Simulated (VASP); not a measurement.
The system is TiC2.

```
CELL_PARAMETERS angstrom
0.00000 3.62018 3.74661
2.10449 0.00000 3.74661
2.10449 3.62018 0.00000
ATOMIC_POSITIONS crystal
Ti 0.75000 0.75000 0.75000
Ti 0.50000 0.50000 0.50000
C 0.08682 0.41318 0.08682
C 0.41318 0.08682 0.41318
C 0.16318 0.83682 0.16318
C 0.83682 0.16318 0.83682
```

* Program: VASP 6.6.1
* Task: relaxation of cell and atoms
* Functional: PBE
* Potentials or basis: VASP PAW PBE potentials, release 64 (Ti_sv, C)
* Cutoff: 600 eV
* k mesh: 6 × 6 × 6
* Occupations: gaussian, width 0.1 eV
* Spin: no spin polarisation

At the start: pressure -19.4 GPa; volume 9.51 Å³/atom.

Problem. How do energy, volume and symmetry change on relaxing?

Solution. Over 26 steps the energy falls by 639.8 meV/atom and the volume is 8.94 Å³/atom (-6.0 %); space group Fddd (No. 70, to 0.1 Å) before and after.

The path:
```tsv
step	energy change (eV)	largest force (eV/Å)	pressure (GPa)	volume (Å³)
1	0.0000	0.3565	-19.36	57.09
2	-0.2156	0.8529	27.06	47.97
3	-0.5863	0.5792	2.16	51.67
4	-0.5865	0.5851	2.66	51.56
5	-0.6586	0.5663	0.40	52.09
6	-0.7456	0.8750	-4.40	53.40
7	-0.7823	0.9524	-4.66	53.42
8	-0.9146	1.2079	-5.26	53.47
9	-1.3197	2.0007	-6.46	53.57
10	-2.6588	2.6562	-8.12	53.75
11	-2.0334	8.9095	24.63	54.04
12	-3.3385	1.9544	-6.97	53.83
13	-3.6474	1.1396	1.56	53.94
14	-3.6855	0.2234	-2.45	53.91
15	-3.6918	0.0839	-1.56	53.92
16	-3.6949	1.4514	6.05	53.54
17	-3.7297	0.7609	2.15	53.73
18	-3.7996	0.0580	0.35	54.06
19	-3.8001	0.1005	0.45	54.04
20	-3.8126	0.1156	-1.26	54.16
21	-3.8143	0.2257	-2.12	54.22
22	-3.8237	0.1489	-0.73	53.85
23	-3.8279	0.0573	0.97	53.40
24	-3.8336	0.0522	0.75	53.44
25	-3.8375	0.0394	0.28	53.52
26	-3.8387	0.0066	-0.50	53.64
```

Final structure:
```xyz
6
Lattice="0.0000 4.1777 3.1486 2.0389 0.0000 3.1486 2.0389 4.1777 0.0000" Properties=species:S:1:pos:R:3 pbc="T T T"
Ti    3.0584    6.2665    4.7230
Ti    2.0389    4.1777    3.1486
C     1.0195    1.3301    1.5743
C     1.0195    2.8475    1.5743
C     2.0389    0.7587    3.1486
C     2.0389    7.5966    3.1486
```
